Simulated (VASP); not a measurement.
# CaF2 (Fluorite) (Fm-3m) in VASP: further runs

CaF2 (Fluorite) is run at these levels: PBE; tasks: single point.

All numbers are computed with VASP 6.6.1; they aren't measurements. Logs are shortened: lines on timing, memory, paths and dates and some standing lists are left out, and cuts for length are marked.

## (1) The cell of the first run

Symmetry: Fm-3m, No. 225, cubic system. The conventional cell has a = 5.528 Å, b = 5.528 Å, c = 5.528 Å, α = 90.00°, β = 90.00°, γ = 90.00°. Ca (site symmetry m-3m) has 8 F at 2.39 Å within 3.2 Å. Within 3.2 Å of F (site symmetry -43m) lie 4 Ca at 2.39 Å and 6 F at 2.76 Å.

## (2) Single point, PBE (volume changed by +5%)

INCAR reads:

```
PREC = Accurate
ENCUT = 600
EDIFF = 1E-6
ISMEAR = 0
SIGMA = 0.01
LREAL = False
LASPH = True
NELM = 120
ALGO = Normal
ISIF = 2
LWAVE = False
LCHARG = False
GGA = PE
NBANDS = 19
GGA_COMPAT = False
```

KPOINTS reads:

```
Automatic mesh
0
Gamma
  4 4 4
```

POSCAR reads:

```
CaF2
1.0
    0.0000000000      2.7641843014      2.7641843014
    2.7641843014      0.0000000000      2.7641843014
    2.7641843014      2.7641843014      0.0000000000
Ca F
1 2
Direct
    0.0000000000      0.0000000000      0.0000000000
    0.2500000000      0.2500000000      0.2500000000
    0.7500000000      0.7500000000      0.7500000000
```

Potentials or basis: VASP PAW PBE potentials, release 64 (Ca_sv, F).

The run is started by

```console
> cat potpaw_PBE.64/Ca_sv/POTCAR potpaw_PBE.64/F/POTCAR > POTCAR
> mpirun -np 1 vasp_std > vasp.out
```

OUTCAR:

```text
PREC = Accurate
   ENCUT = 600
   EDIFF = 1E-6
   ISMEAR = 0
   LREAL = False
   LASPH = True
   NELM = 120
   ISIF = 2
   GGA = PE

 ion  position               nearest neighbor table
   1  0.000  0.000  0.000-   3 2.39   3 2.39   3 2.39   2 2.39   3 2.39   2 2.39   2 2.39   2 2.39

   2  0.250  0.250  0.250-   1 2.39   1 2.39   1 2.39   1 2.39
   3  0.750  0.750  0.750-   1 2.39   1 2.39   1 2.39   1 2.39

  LATTYP: Found a face centered cubic cell.
 ALAT       =     5.5283686028

  Lattice vectors:

 A1 = (   0.0000000000,   2.7641843014,   2.7641843014)
 A2 = (   2.7641843014,   0.0000000000,   2.7641843014)
 A3 = (   2.7641843014,   2.7641843014,   0.0000000000)

Analysis of symmetry for initial positions (statically):
=====================================================================
 Subroutine PRICEL returns:
 Original cell was already a primitive cell.

 Routine SETGRP: Setting up the symmetry group for a
 face centered cubic supercell.

 Subroutine GETGRP returns: Found 48 space group operations
 (whereof 48 operations were pure point group operations)
 out of a pool of 48 trial point group operations.

The static configuration has the point symmetry O_h .

Analysis of symmetry for dynamics (positions and initial velocities):
=====================================================================
 Subroutine PRICEL returns:
 Original cell was already a primitive cell.

 Routine SETGRP: Setting up the symmetry group for a
 face centered cubic supercell.

 Subroutine GETGRP returns: Found 48 space group operations
 (whereof 48 operations were pure point group operations)
 out of a pool of 48 trial point group operations.

The dynamic configuration has the point symmetry O_h .

 Subroutine INISYM returns: Found 48 space group operations
 (whereof 48 operations are pure point group operations),
 and found     1 'primitive' translations

----------------------------------------------------------------------------------------

                                     Primitive cell

  volume of cell :      42.2407

  direct lattice vectors                    reciprocal lattice vectors
     0.000000000  2.764184301  2.764184301    -0.180885189  0.180885189  0.180885189
     2.764184301  0.000000000  2.764184301     0.180885189 -0.180885189  0.180885189
     2.764184301  2.764184301  0.000000000     0.180885189  0.180885189 -0.180885189

  length of vectors
     3.909146928  3.909146928  3.909146928     0.313302338  0.313302338  0.313302338

  position of ions in fractional coordinates (direct lattice)
     0.000000000  0.000000000  0.000000000
     0.250000000  0.250000000  0.250000000
     0.750000000  0.750000000  0.750000000

  ion indices of the primitive-cell ions
   primitive index   ion index
                 1           1
                 2           2
                 3           3

----------------------------------------------------------------------------------------

 KPOINTS: Automatic mesh

Automatic generation of k-mesh.
 Grid dimensions read from file:
 generate k-points for:    4    4    4

 Generating k-lattice:

  Cartesian coordinates                     Fractional coordinates (reciprocal lattice)
    -0.045221297  0.045221297  0.045221297     0.250000000  0.000000000  0.000000000
     0.045221297 -0.045221297  0.045221297     0.000000000  0.250000000  0.000000000
     0.045221297  0.045221297 -0.045221297     0.000000000  0.000000000  0.250000000

  Length of vectors
     0.078325584  0.078325584  0.078325584

  Shift w.r.t. Gamma in fractional coordinates (k-lattice)
     0.000000000  0.000000000  0.000000000

 Subroutine IBZKPT returns following result:
 ===========================================

 Found      8 irreducible k-points:

 Following reciprocal coordinates:
            Coordinates               Weight
  0.000000  0.000000  0.000000      1.000000
  0.250000  0.000000  0.000000      8.000000
  0.500000  0.000000  0.000000      4.000000
  0.250000  0.250000  0.000000      6.000000
  0.500000  0.250000  0.000000     24.000000
 -0.250000  0.250000  0.000000     12.000000
  0.500000  0.500000  0.000000      3.000000
 -0.250000  0.500000  0.250000      6.000000
   k-points           NKPTS =      8   k-points in BZ     NKDIM =      8   number of bands    NBANDS=     19
   number of dos      NEDOS =    301   number of ions     NIONS =      3
   total plane-waves  NPLWV =  32768
   dimension x,y,z NGX =    32 NGY =   32 NGZ =   32
   dimension x,y,z NGXF=    64 NGYF=   64 NGZF=   64
   ions per type =               1   2
   NGX,Y,Z   is equivalent  to a cutoff of  13.61, 13.61, 13.61 a.u.
   NGXF,Y,Z  is equivalent  to a cutoff of  27.22, 27.22, 27.22 a.u.
 SYSTEM =  unknown system
   PREC   = accura    normal or accurate (medium, high low for compatibility)
   ISTART =      0    job   : 0-new  1-cont  2-samecut
   ICHARG =      2    charge: 1-file 2-atom 10-const
   ISPIN  =      1    spin polarized calculation?
   LNONCOLLINEAR =      F non collinear calculations
   LSORBIT =      F    spin-orbit coupling
   LASPH  =      T    aspherical Exc in radial PAW
   ENCUT  =  600.0 eV  44.10 Ry    6.64 a.u.   7.81  7.81  7.81*2*pi/ulx,y,z
   NELM   =    120;   NELMIN=  2; NELMDL= -5     # of ELM steps
   EDIFF  = 0.1E-05   stopping-criterion for ELM
   LREAL  =      F    real-space projection
   EDIFFG = 0.1E-04   stopping-criterion for IOM
   NSW    =      0    number of steps for IOM
   IBRION =     -1    ionic relax: 0-MD 1-quasi-New 2-CG
   NFREE  =      0    steps in history (QN), initial steepest desc. (CG)
   ISIF   =      2    stress and relaxation
   ISYM   =      2    0-nonsym 1-usesym 2-fastsym
   POTIM  = 0.5000    time-step for ionic-motion
   TEBEG  =    0.0;   TEEND  =   0.0 temperature during run
   PSTRESS=    0.0 pullay stress
   NELECT =      24.0000    total number of electrons
   NUPDOWN=      -1.0000    fix difference up-down
   EMIN   =  10.00;   EMAX   =-10.00  energy-range for DOS
   EFERMI =   0.00;   METHOD = LEGACY
   ISMEAR =     0;   SIGMA  =   0.01  broadening in eV -4-tet -1-fermi 0-gaus
   EFERMI_NEDOS =   21; number of points for ismear=-14 and -15
   IALGO  =     38    algorithm
   IMIX   =      4    mixing-type and parameters
     AMIX     =   0.40;   BMIX     =  1.00
     AMIX_MAG =   1.60;   BMIX_MAG =  1.00
  volume/ion in A,a.u.               =      14.08        95.02
  Fermi-wavevector in a.u.,A,eV,Ry     =   1.355923  2.562322 25.014668  1.838526
  Thomas-Fermi vector in A             =   2.482969
   LORBIT       =      0    0 simple, 1 ext, 2 COOP (PROOUT), +10 PAW based schemes
   GGA     = PE    functional components
   LHFCALC =     F    Hartree Fock is set to
   AEXX    =    0.0000 exact exchange contribution
   IVDW    =     0    specifies the selected vdW correction
   LEPSILON=     F    determine dielectric tensor
   LRPA    =     F    only Hartree local field effects (RPA)
 non-spin polarized calculation
 Gauss-broadening in eV      SIGMA  =   0.01
  energy-cutoff  :      600.00
  volume of cell :       42.24
 maximum number of plane-waves:      1424
   NGX = 15   NGY = 15   NGZ = 15

 number of electron      24.0000008 magnetization

 Free energy of the ion-electron system (eV)
  ---------------------------------------------------
  ext. energy  EPLUGINS =         0.00000000
  ---------------------------------------------------
  free energy    TOTEN  =       -17.34493750 eV

  energy without entropy =      -17.34493750  energy(sigma->0) =      -17.34493750

 E-fermi :  -1.0062     XC(G=0):  -9.4528

 val. band max:       -1.1604462335   @ k =   0.5000   0.5000   0.0000
 cond. band min:       5.9076197719   @ k =   0.0000   0.0000   0.0000
 fundamental gap:      7.0680660055
 Fermi energy:        -1.0061972353

 k-point     1 :       0.0000    0.0000    0.0000
  band No.  band energies     occupation
      1     -37.3614      2.00000
      2     -21.0077      2.00000
      3     -20.2906      2.00000
      4     -18.3001      2.00000
      5     -18.3001      2.00000
      6     -18.3001      2.00000
[... 11 lines left out ...]
     18       9.7831      0.00000
     19      15.4869      0.00000

 k-point     2 :       0.2500    0.0000    0.0000
  band No.  band energies     occupation
      1     -37.3479      2.00000
      2     -21.1064      2.00000
      3     -20.4432      2.00000
      4     -18.3179      2.00000
      5     -18.3179      2.00000
      6     -18.0735      2.00000
[... 11 lines left out ...]
     18       9.6603      0.00000
     19      13.4752      0.00000

 k-point     3 :       0.5000    0.0000    0.0000
  band No.  band energies     occupation
      1     -37.3342      2.00000
      2     -21.1209      2.00000
      3     -20.6809      2.00000
      4     -18.3356      2.00000
      5     -18.3356      2.00000
      6     -17.8379      2.00000
[... 11 lines left out ...]
     18       9.5371      0.00000
     19      12.1376      0.00000

 k-point     4 :       0.2500    0.2500    0.0000
  band No.  band energies     occupation
      1     -37.3434      2.00000
      2     -21.1747      2.00000
      3     -20.4311      2.00000
      4     -18.3444      2.00000
      5     -18.3444      2.00000
      6     -17.9821      2.00000
[... 11 lines left out ...]
     18       9.6025      0.00000
     19      14.8475      0.00000

 k-point     5 :       0.5000    0.2500    0.0000
  band No.  band energies     occupation
      1     -37.3298      2.00000
      2     -21.1480      2.00000
      3     -20.7331      2.00000
      4     -18.3622      2.00000
      5     -18.2152      2.00000
      6     -17.8667      2.00000
[... 11 lines left out ...]
     18      10.9085      0.00000
     19      13.1022      0.00000

 k-point     6 :      -0.2500    0.2500    0.0000
  band No.  band energies     occupation
      1     -37.3343      2.00000
      2     -21.0869      2.00000
      3     -20.7352      2.00000
      4     -18.3359      2.00000
      5     -18.1396      2.00000
      6     -18.0125      2.00000
[... 11 lines left out ...]
     18      10.4023      0.00000
     19      13.4749      0.00000

 k-point     7 :       0.5000    0.5000    0.0000
  band No.  band energies     occupation
      1     -37.3253      2.00000
      2     -21.3148      2.00000
      3     -20.5659      2.00000
      4     -18.3885      2.00000
      5     -18.3885      2.00000
      6     -17.6812      2.00000
[... 11 lines left out ...]
     18      11.7665      0.00000
     19      13.2776      0.00000

 k-point     8 :      -0.2500    0.5000    0.2500
  band No.  band energies     occupation
      1     -37.3252      2.00000
      2     -20.9890      2.00000
      3     -20.9890      2.00000
      4     -18.3904      2.00000
      5     -17.9851      2.00000
      6     -17.9851      2.00000
[... 11 lines left out ...]
     18      12.9927      0.00000
     19      14.0056      0.00000

------------------------ aborting loop because EDIFF is reached ----------------------------------------

  FORCE on cell =-STRESS in cart. coord.  units (eV):
  Direction    XX          YY          ZZ          XY          YZ          ZX
  --------------------------------------------------------------------------------------
  -------------------------------------------------------------------------------------
  Total       -0.1476056     -0.1476056     -0.1476056     -0.0000000      0.0000000      0.0000000
  in kB       -5.5986371     -5.5986371     -5.5986371     -0.0000000      0.0000000      0.0000000
  external PRESSURE =      -5.5986371 kB  Pullay stress =       0.0000000 kB

 VOLUME and BASIS-vectors are now :
 -----------------------------------------------------------------------------
  energy-cutoff  :      600.00
  volume of cell :       42.24
      direct lattice vectors                 reciprocal lattice vectors
     0.000000000  2.764184301  2.764184301    -0.180885189  0.180885189  0.180885189
     2.764184301  0.000000000  2.764184301     0.180885189 -0.180885189  0.180885189
     2.764184301  2.764184301  0.000000000     0.180885189  0.180885189 -0.180885189

 POSITION                                       TOTAL-FORCE (eV/Angst)
 -----------------------------------------------------------------------------------
      0.00000      0.00000      0.00000         0.000000      0.000000      0.000000
      1.38209      1.38209      1.38209        -0.000000     -0.000000      0.000000
      4.14628      4.14628      4.14628         0.000000      0.000000     -0.000000
 -----------------------------------------------------------------------------------
    total drift:                                0.000000     -0.000000      0.000000

  FREE ENERGIE OF THE ION-ELECTRON SYSTEM (eV)
  ---------------------------------------------------
  free  energy   TOTEN  =       -17.3449375007 eV

  energy  without entropy=      -17.3449375007  energy(sigma->0) =      -17.34493750
```

Run time: 7.7 s. Hardware: 1 thread of Intel Xeon 6975P-C, shared host; peak memory 0.17 GiB.

Results:

```yaml
Free_energy: -17.3449 eV
Pressure: -0.6 GPa
Band_gap_on_the_k_mesh: 7.07 eV, indirect (least direct gap 7.32 eV)
```

Caveat: the k points lie up to 0.49 Å⁻¹ apart.

[end of part 1 of 2]
